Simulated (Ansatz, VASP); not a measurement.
## PbO: VASP beside Ansatz

The input INCAR:

```
  ALGO = Normal
  DIPOL = 0.5 0.5 0.500
  EDIFF = 1E-6
  ENCUT = 520
  GGA = PE
  IDIPOL = 3
  ISIF = 2
  ISMEAR = 0
  IVDW = 12
  LASPH = True
  LCHARG = False
  LDIPOL = True
  LREAL = False
  LWAVE = False
  NBANDS = 28
  NELM = 100
  PREC = Accurate
  SIGMA = 0.02
```

KPOINTS

```
k-points
0
Gamma
  6 6 1
```

The input POSCAR:

```
PbO
1.0
    4.0120000000      0.0000000000      0.0000000000
    0.0000000000      4.0120000000      0.0000000000
    0.0000000000      0.0000000000     30.7493267952
Pb O
2 2
Direct
    0.5000000000      0.0000000000      0.4648284983
    0.0000000000      0.5000000000      0.5351715017
    0.0000000000      0.0000000000      0.5000000000
    0.5000000000      0.5000000000      0.5000000000
```

Input for Ansatz:

```yaml
crystal:
  lattice:
    - [4.012, 0.0, 0.0]
    - [0.0, 4.012, 0.0]
    - [0.0, 0.0, 30.7493267952]
  atoms:
    - { symbol: Pb, position: [0.5, 0.0, 0.4648284983] }
    - { symbol: O, position: [0.0, 0.0, 0.5] }
    - { symbol: O, position: [0.5, 0.5, 0.5] }
    - { symbol: Pb, position: [0.0, 0.5, 0.5351715017] }
  periodic: [true, true, false]
basis:
  ecutwfc: 420
kpoints:
  mp_grid: { grid: [6, 6, 1] }
hamiltonian:
  xc: pbe
  dispersion: d3bj
scf:
  occupations: { method: gaussian, width: 0.02 }
output:
  forces: true
  stress: true
  eigenvalues: true
```

Alike in both runs: task single point; functional PBE; dispersion D3(BJ); k mesh 6 × 6 × 1; occupations gaussian, width 0.02 eV; no spin polarisation.

|  | VASP | Ansatz |
| --- | --- | --- |
| version | VASP 6.6.1 | Ansatz 0.2.0 |
| potentials or method | VASP PAW PBE potentials, release 64 (Pb_d, O), cutoff 520 eV | scalar-relativistic, plane waves, PAW |
| valence electrons in the cell | 40 | 40 |

```csv
,VASP,Ansatz,Ansatz less VASP
gap on the k mesh at the Fermi level (eV),2.17,2.20,+0.027
least direct gap on the mesh (eV),2.17,2.20,+0.027
rms of the force components (eV/Å),0.839,0.818,-0.0207
```

Neither program's run includes spin-orbit coupling.
